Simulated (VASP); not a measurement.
# MnH7 (Im-3m) in VASP: further runs

Runs on MnH7. Level: PBE. Tasks: single point, relaxation of cell and atoms.

Program: VASP 6.6.1. These are calculated values, not measurements. Logs are shortened: lines on timing, memory, paths and dates and some standing lists are left out, and cuts for length are marked.

## Step 1: The cell of the first run

Symmetry: Im-3m, No. 229, cubic system. The conventional cell has a = 4.047 Å, b = 4.047 Å, c = 4.047 Å, α = 90.00°, β = 90.00°, γ = 90.00°. Within 2.3 Å of Mn (site symmetry m-3m) lie 14 H at 1.75 to 2.02 Å. H (site symmetry 4/mmm) has 12 H at 1.75 to 2.02 Å and 2 Mn at 2.02 Å within 2.3 Å. Within 2.3 Å of H (site symmetry -3m) lie 2 Mn at 1.75 Å and 12 H at 1.75 to 2.02 Å.

The cell was generated, and may not be a known phase.

## Step 2: Single point, PBE, collinear spin, ferromagnetic start

Contents of INCAR:

```
SYSTEM = MnH7
ALGO     = Normal         ! electronic algorithm
EDIFF    = 1E-6           ! SCF threshold, eV
ENCUT    = 520            ! plane-wave cutoff, eV
GGA      = PE             ! functional
ISIF     = 2              ! what is computed and relaxed
ISMEAR   = 0              ! smearing method
ISPIN    = 2              ! spin polarisation
LASPH    = .True.         ! aspherical terms in the spheres
LCHARG   = .False.        ! write CHGCAR
LMAXMIX  = 4              ! l up to which the mixer works
LORBIT   = 11             ! projections on sites
LREAL    = .False.        ! projectors in reciprocal space
LWAVE    = .False.        ! write WAVECAR
MAGMOM   = 4 0 0 0 0 0 0 0 ! initial moments
NBANDS   = 24             ! bands
NELM     = 150            ! most SCF steps
PREC     = Accurate       ! precision mode
SIGMA    = 0.1            ! smearing width, eV
```

Contents of KPOINTS:

```
k-points
0
Gamma
  6 6 6
  0 0 0
```

Contents of POSCAR:

```
MnH7
1.0
   -2.0235758192      2.0235758192      2.0235758192
    2.0235758192     -2.0235758192      2.0235758192
    2.0235758192      2.0235758192     -2.0235758192
Mn H
1 7
Direct
    0.0000000000      0.0000000000      0.0000000000
    0.0000000000      0.5000000000      0.5000000000
    0.5000000000      0.5000000000      0.0000000000
    0.5000000000      0.0000000000      0.5000000000
    0.0000000000      0.0000000000      0.5000000000
    0.0000000000      0.5000000000      0.0000000000
    0.5000000000      0.0000000000      0.0000000000
    0.5000000000      0.5000000000      0.5000000000
```

Potentials or basis: VASP PAW PBE potentials, release 64 (Mn_pv, H).

Launch:

```bash
> cat potpaw_PBE.64/Mn_pv/POTCAR potpaw_PBE.64/H/POTCAR > POTCAR
> mpirun -np 1 vasp_std > vasp.out
```

OUTCAR:

```text
SYSTEM = MnH7
   EDIFF = 1E-6
   ENCUT = 520
   GGA = PE
   ISIF = 2
   ISMEAR = 0
   ISPIN = 2
   LASPH = .True.
   LORBIT = 11
   LREAL = .False.
   NELM = 150
   PREC = Accurate

 ion  position               nearest neighbor table
   1  0.000  0.000  0.000-   5 1.75   6 1.75   7 1.75   8 1.75   5 1.75   6 1.75   7 1.75   8 1.75
                             4 2.02   2 2.02   2 2.02   4 2.02   3 2.02   3 2.02
   2  0.000  0.500  0.500-   1 2.02   1 2.02
   3  0.500  0.500  0.000-   1 2.02   1 2.02
   4  0.500  0.000  0.500-   1 2.02   1 2.02
   5  0.000  0.000  0.500-   1 1.75   1 1.75
   6  0.000  0.500  0.000-   1 1.75   1 1.75
   7  0.500  0.000  0.000-   1 1.75   1 1.75
   8  0.500  0.500  0.500-   1 1.75   1 1.75

  LATTYP: Found a body centered cubic cell.
 ALAT       =     4.0471516384

  Lattice vectors:

 A1 = (  -2.0235758192,   2.0235758192,   2.0235758192)
 A2 = (   2.0235758192,  -2.0235758192,   2.0235758192)
 A3 = (   2.0235758192,   2.0235758192,  -2.0235758192)

Analysis of symmetry for initial positions (statically):
=====================================================================
 Subroutine PRICEL returns:
 Original cell was already a primitive cell.

 Routine SETGRP: Setting up the symmetry group for a
 body centered cubic supercell.

 Subroutine GETGRP returns: Found 48 space group operations
 (whereof 48 operations were pure point group operations)
 out of a pool of 48 trial point group operations.

The static configuration has the point symmetry O_h .

Analysis of symmetry for dynamics (positions and initial velocities):
=====================================================================
 Subroutine PRICEL returns:
 Original cell was already a primitive cell.

 Routine SETGRP: Setting up the symmetry group for a
 body centered cubic supercell.

 Subroutine GETGRP returns: Found 48 space group operations
 (whereof 48 operations were pure point group operations)
 out of a pool of 48 trial point group operations.

The dynamic configuration has the point symmetry O_h .

Analysis of structural, dynamic, and magnetic symmetry:
=====================================================================
 Subroutine PRICEL returns:
 Original cell was already a primitive cell.

 Routine SETGRP: Setting up the symmetry group for a
 body centered cubic supercell.

 Subroutine GETGRP returns: Found 48 space group operations
 (whereof 48 operations were pure point group operations)
 out of a pool of 48 trial point group operations.

The overall configuration has the point symmetry O_h .

 Subroutine INISYM returns: Found 48 space group operations
 (whereof 48 operations are pure point group operations),
 and found     1 'primitive' translations

----------------------------------------------------------------------------------------

                                     Primitive cell

  volume of cell :      33.1450

  direct lattice vectors                    reciprocal lattice vectors
    -2.023575819  2.023575819  2.023575819     0.000000000  0.247087357  0.247087357
     2.023575819 -2.023575819  2.023575819     0.247087357  0.000000000  0.247087357
     2.023575819  2.023575819 -2.023575819     0.247087357  0.247087357  0.000000000

  length of vectors
     3.504936132  3.504936132  3.504936132     0.349434291  0.349434291  0.349434291

  position of ions in fractional coordinates (direct lattice)
     0.000000000  0.000000000  0.000000000
     0.000000000  0.500000000  0.500000000
     0.500000000  0.500000000  0.000000000
     0.500000000  0.000000000  0.500000000
     0.000000000  0.000000000  0.500000000
     0.000000000  0.500000000  0.000000000
     0.500000000  0.000000000  0.000000000
     0.500000000  0.500000000  0.500000000

  ion indices of the primitive-cell ions
   primitive index   ion index
                 1           1
                 2           2
                 3           3
                 4           4
                 5           5
                 6           6
                 7           7
                 8           8

----------------------------------------------------------------------------------------

 KPOINTS: k-points

Automatic generation of k-mesh.
 Grid dimensions read from file:
 generate k-points for:    6    6    6

 Generating k-lattice:

  Cartesian coordinates                     Fractional coordinates (reciprocal lattice)
     0.000000000  0.041181226  0.041181226     0.166666667  0.000000000  0.000000000
     0.041181226  0.000000000  0.041181226     0.000000000  0.166666667  0.000000000
     0.041181226  0.041181226  0.000000000     0.000000000  0.000000000  0.166666667

  Length of vectors
     0.058239048  0.058239048  0.058239048

  Shift w.r.t. Gamma in fractional coordinates (k-lattice)
     0.000000000  0.000000000  0.000000000

 Subroutine IBZKPT returns following result:
 ===========================================

 Found     16 irreducible k-points:

 Following reciprocal coordinates:
            Coordinates               Weight
  0.000000  0.000000  0.000000      1.000000
  0.166667  0.000000  0.000000     12.000000
  0.333333  0.000000  0.000000     12.000000
  0.500000  0.000000  0.000000      6.000000
  0.166667  0.166667  0.000000     24.000000
  0.333333  0.166667  0.000000     48.000000
[... 8 lines left out ...]
  0.500000  0.500000  0.333333     12.000000
  0.500000  0.500000  0.500000      1.000000
   k-points           NKPTS =     16   k-points in BZ     NKDIM =     16   number of bands    NBANDS=     24
   number of dos      NEDOS =    301   number of ions     NIONS =      8
   total plane-waves  NPLWV =  21952
   dimension x,y,z NGX =    28 NGY =   28 NGZ =   28
   dimension x,y,z NGXF=    56 NGYF=   56 NGZF=   56
   ions per type =               1   7
   NGX,Y,Z   is equivalent  to a cutoff of  13.28, 13.28, 13.28 a.u.
   NGXF,Y,Z  is equivalent  to a cutoff of  26.56, 26.56, 26.56 a.u.
 SYSTEM =  MnH7
   PREC   = accura    normal or accurate (medium, high low for compatibility)
   ISTART =      0    job   : 0-new  1-cont  2-samecut
   ICHARG =      2    charge: 1-file 2-atom 10-const
   ISPIN  =      2    spin polarized calculation?
   LNONCOLLINEAR =      F non collinear calculations
   LSORBIT =      F    spin-orbit coupling
   LASPH  =      T    aspherical Exc in radial PAW
   ENCUT  =  520.0 eV  38.22 Ry    6.18 a.u.   6.52  6.52  6.52*2*pi/ulx,y,z
   NELM   =    150;   NELMIN=  2; NELMDL= -5     # of ELM steps
   EDIFF  = 0.1E-05   stopping-criterion for ELM
   LREAL  =      F    real-space projection
   EDIFFG = 0.1E-04   stopping-criterion for IOM
   NSW    =      0    number of steps for IOM
   IBRION =     -1    ionic relax: 0-MD 1-quasi-New 2-CG
   NFREE  =      0    steps in history (QN), initial steepest desc. (CG)
   ISIF   =      2    stress and relaxation
   ISYM   =      2    0-nonsym 1-usesym 2-fastsym
   POTIM  = 0.5000    time-step for ionic-motion
   TEBEG  =    0.0;   TEEND  =   0.0 temperature during run
   PSTRESS=    0.0 pullay stress
   NELECT =      20.0000    total number of electrons
   NUPDOWN=      -1.0000    fix difference up-down
   EMIN   =  10.00;   EMAX   =-10.00  energy-range for DOS
   EFERMI =   0.00;   METHOD = LEGACY
   ISMEAR =     0;   SIGMA  =   0.10  broadening in eV -4-tet -1-fermi 0-gaus
   EFERMI_NEDOS =   21; number of points for ismear=-14 and -15
   IALGO  =     38    algorithm
   IMIX   =      4    mixing-type and parameters
     AMIX     =   0.40;   BMIX     =  1.00
     AMIX_MAG =   1.60;   BMIX_MAG =  1.00
  volume/ion in A,a.u.               =       4.14        27.96
  Fermi-wavevector in a.u.,A,eV,Ry     =   1.383392  2.614232 26.038479  1.913774
  Thomas-Fermi vector in A             =   2.507994
   LORBIT       =     11    0 simple, 1 ext, 2 COOP (PROOUT), +10 PAW based schemes
   GGA     = PE    functional components
   LHFCALC =     F    Hartree Fock is set to
   AEXX    =    0.0000 exact exchange contribution
   IVDW    =     0    specifies the selected vdW correction
   LEPSILON=     F    determine dielectric tensor
   LRPA    =     F    only Hartree local field effects (RPA)
 spin polarized calculation
 Gauss-broadening in eV      SIGMA  =   0.10
  energy-cutoff  :      520.00
  volume of cell :       33.15
 maximum number of plane-waves:       935
 NGX is ok and might be reduce to    28
   NGX = 13   NGY = 13   NGZ = 13

 number of electron      19.9999990 magnetization       1.7173343

 Free energy of the ion-electron system (eV)
  ---------------------------------------------------
  ext. energy  EPLUGINS =         0.00000000
  ---------------------------------------------------
  free energy    TOTEN  =       -26.67731345 eV

  energy without entropy =      -26.67076753  energy(sigma->0) =      -26.67404049

 E-fermi :   4.3888     XC(G=0): -11.7233

 val. band max:        4.3824061287   @ k =   0.3333   0.1667   0.1667
 cond. band min:       4.4772340065   @ k =   0.5000   0.5000   0.3333
 fundamental gap:      0.0948278778
 Fermi energy:         4.3887805765

 spin component 1

 k-point     1 :       0.0000    0.0000    0.0000
  band No.  band energies     occupation
      1     -44.4950      1.00000
      2     -44.4949      1.00000
      3     -44.4949      1.00000
      4      -8.7974      1.00000
      5       0.0593      1.00000
      6       0.0593      1.00000
[... 14 lines left out ...]
     21      13.1749      0.00000
     22      26.4239      0.00000
[... 351 lines left out ...]
 k-point    16 :       0.5000    0.5000    0.5000
  band No.  band energies     occupation
      1     -44.5115      1.00000
      2     -44.5115      1.00000
      3     -44.5115      1.00000
      4      -1.9187      1.00000
      5      -1.9187      1.00000
      6      -0.5526      1.00000
[... 14 lines left out ...]
     21      23.7848      0.00000
     22      23.7848      0.00000
 Fermi energy:         4.3887805765

 spin component 2

 k-point     1 :       0.0000    0.0000    0.0000
  band No.  band energies     occupation
      1     -42.5965      1.00000
      2     -42.5965      1.00000
      3     -42.5965      1.00000
      4      -8.7681      1.00000
      5       0.8937      1.00000
      6       0.8937      1.00000
[... 14 lines left out ...]
     21      13.5882      0.00000
     22      27.0583      0.00000
[... 351 lines left out ...]
 k-point    16 :       0.5000    0.5000    0.5000
  band No.  band energies     occupation
      1     -42.6156      1.00000
      2     -42.6156      1.00000
      3     -42.6156      1.00000
      4      -1.6408      1.00000
      5      -1.6408      1.00000
      6      -0.6156      1.00000
[... 14 lines left out ...]
     21      24.0309      0.00000
     22      24.0309      0.00000
 [bands above 22 left out]

------------------------ aborting loop because EDIFF is reached ----------------------------------------

  FORCE on cell =-STRESS in cart. coord.  units (eV):
  Direction    XX          YY          ZZ          XY          YZ          ZX
  --------------------------------------------------------------------------------------
  -------------------------------------------------------------------------------------
  Total       -0.1219504     -0.1219504     -0.1219504     -0.0000000     -0.0000000     -0.0000000
  in kB       -5.8948860     -5.8948860     -5.8948860     -0.0000000     -0.0000000     -0.0000000
  external PRESSURE =      -5.8948860 kB  Pullay stress =       0.0000000 kB

 VOLUME and BASIS-vectors are now :
 -----------------------------------------------------------------------------
  energy-cutoff  :      520.00
  volume of cell :       33.15
      direct lattice vectors                 reciprocal lattice vectors
    -2.023575819  2.023575819  2.023575819     0.000000000  0.247087357  0.247087357
     2.023575819 -2.023575819  2.023575819     0.247087357  0.000000000  0.247087357
     2.023575819  2.023575819 -2.023575819     0.247087357  0.247087357  0.000000000

 POSITION                                       TOTAL-FORCE (eV/Angst)
 -----------------------------------------------------------------------------------
      0.00000      0.00000      0.00000        -0.000000      0.000000     -0.000000
      2.02358      0.00000      0.00000         0.000000      0.000000     -0.000000
      0.00000      0.00000      2.02358         0.000000      0.000000     -0.000000
      0.00000      2.02358      0.00000         0.000000     -0.000000      0.000000
      1.01179      1.01179     -1.01179        -0.000000     -0.000000     -0.000000
      1.01179     -1.01179      1.01179        -0.000000      0.000000      0.000000
     -1.01179      1.01179      1.01179        -0.000000     -0.000000     -0.000000
      1.01179      1.01179      1.01179        -0.000000     -0.000000     -0.000000
 -----------------------------------------------------------------------------------
    total drift:                                0.000000     -0.000000     -0.000000

  FREE ENERGIE OF THE ION-ELECTRON SYSTEM (eV)
  ---------------------------------------------------
  free  energy   TOTEN  =       -26.6773134454 eV

  energy  without entropy=      -26.6707675294  energy(sigma->0) =      -26.67404049

 total charge

# of ion       s       p       d       tot
------------------------------------------
    1        0.349   6.357   5.231  11.937
    2        0.409   0.018   0.000   0.427
    3        0.409   0.018   0.000   0.427
    4        0.409   0.018   0.000   0.427
    5        0.497   0.022   0.000   0.518
    6        0.497   0.022   0.000   0.518
    7        0.497   0.022   0.000   0.518
    8        0.497   0.022   0.000   0.518
--------------------------------------------------
tot          3.563   6.498   5.231  15.292

 magnetization (x)

# of ion       s       p       d       tot
------------------------------------------
    1        0.027   0.033   1.746   1.806
    2        0.003   0.000   0.000   0.004
    3        0.003   0.000   0.000   0.004
    4        0.003   0.000   0.000   0.004
    5       -0.031   0.004   0.000  -0.027
    6       -0.031   0.004   0.000  -0.027
    7       -0.031   0.004   0.000  -0.027
    8       -0.031   0.004   0.000  -0.027
--------------------------------------------------
tot         -0.088   0.051   1.746   1.709
```

Run time: 37 s. Hardware: 1 thread of AMD EPYC 7R13 (Zen 3), shared host; peak memory 0.15 GiB.

Results:

```yaml
Free_energy: -26.6773 eV
Pressure: -0.6 GPa
Net_moment: 1.72 μB per cell
Site_moments: Mn +1.81; H +0.00, -0.03 (each value once) μB
Valence_electrons_inside_the_program's_atomic_spheres: Mn 11.94; H 0.43, 0.52 (each value once)
```

Caveat: the k points lie up to 0.37 Å⁻¹ apart.

(Continued in part 2 of 2.)
